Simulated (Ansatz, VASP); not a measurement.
## Two plane-wave programs on Ni

```
CELL_PARAMETERS angstrom
1.21860 -4.38337 0.00000
1.21860 4.38337 0.00000
0.00000 0.00000 4.13754
ATOMIC_POSITIONS crystal
Ni 0.13196 0.86804 0.00001
Ni 0.63196 0.36804 0.49999
Ni 0.86804 0.13196 0.99999
Ni 0.36804 0.63196 0.50001
```

Alike in both runs: functional r2SCAN; k mesh 6 × 6 × 6; occupations gaussian, width 0.1 eV; collinear spin.

Ansatz relaxed the structure, and its values are those at the end. VASP's run is a single point on that final structure, the one shown.

```csv
,VASP,Ansatz
version,VASP 6.6.1,Ansatz 0.2.0
potentials or method,"VASP PAW PBE potentials, release 64 (Ni), cutoff 520 eV","scalar-relativistic, plane waves, PAW"
valence electrons in the cell,40,72
```

Ansatz gave:

* gap on the k mesh at the Fermi level (eV): none
* pressure (GPa): -0.1
* rms of the force components (eV/Å): 0.002
* net moment per atom (μB): 0.70
* size of the moment on the site where the two differ most (μB): 0.77

Question: What did VASP give for the same quantities?

Answer: gap on the k mesh at the Fermi level (eV): none; pressure (GPa): 0.0; rms of the force components (eV/Å): 0.007; net moment per atom (μB): 0.68; size of the moment on the site where the two differ most (μB): 0.69.

VASP's potentials were made for PBE, not for r2SCAN. Site moments also hang on the region over which each program counts them. A gap of «none» marks a metal or a gap that the smearing closes. VASP's potentials hold 40 valence electrons a cell and Ansatz's 72, so a difference there can come from the potentials and not from the codes.

The k mesh is coarse, so the values compare programs but aren't converged.
